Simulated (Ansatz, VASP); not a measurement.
**Two plane-wave programs on Mo**

INCAR

```
SYSTEM = Mo
ALGO = Normal
EDIFF = 1E-8
ENCUT = 520
GGA = PE
ISIF = 2
ISMEAR = -1
LASPH = .TRUE.
LCHARG = .FALSE.
LEFG = .TRUE.
LREAL = .FALSE.
LWAVE = .FALSE.
NBANDS = 13
NELM = 80
PREC = Accurate
SIGMA = 0.03
```

The input KPOINTS:

```
k-points
0
G
  12 12 12
  0 0 0
```

The input POSCAR:

```
Mo
1.0
    2.6221295829      0.0000000000      0.0000000000
    0.0000000000      2.6221295829      0.0000000000
    0.0000000000      0.0000000000      2.6221295829
Mo
1
Direct
    0.0000000000      0.0000000000      0.0000000000
```

Input for Ansatz:

```yaml
crystal:
  lattice:
    - [2.6221295829, 0.0, 0.0]
    - [0.0, 2.6221295829, 0.0]
    - [0.0, 0.0, 2.6221295829]
  atoms:
    - { symbol: Mo, position: [0.0, 0.0, 0.0] }
kpoints:
  mp_grid: { grid: [12, 12, 12] }
scf:
  occupations: { method: fermi_dirac, width: 0.03 }
hamiltonian:
  xc: pbe
  pseudopotentials: { kind: paw }
output:
  forces: true
  stress: true
  eigenvalues: true
  efg: { contact_densities: true }
```

Change from the starting cell: volume scaled by 1.02, PAW files.

Alike in both runs: task electric field gradients; functional PBE; k mesh 12 × 12 × 12; occupations fermi-dirac, width 0.03 eV; no spin polarisation.

|  | VASP | Ansatz |
| --- | --- | --- |
| version | VASP 6.6.1 | Ansatz 0.2.0 |
| potentials or method | VASP PAW PBE potentials, release 64 (Mo_sv) | PAW with Ansatz's default frozen-core files, scalar-relativistic |
| plane-wave cutoff (eV) | 520 | 420 |
| valence electrons in the cell | 14 | 14 |

```tsv
	VASP	Ansatz	Ansatz less VASP
pressure (GPa)	-3.3	-3.7	-0.42
```
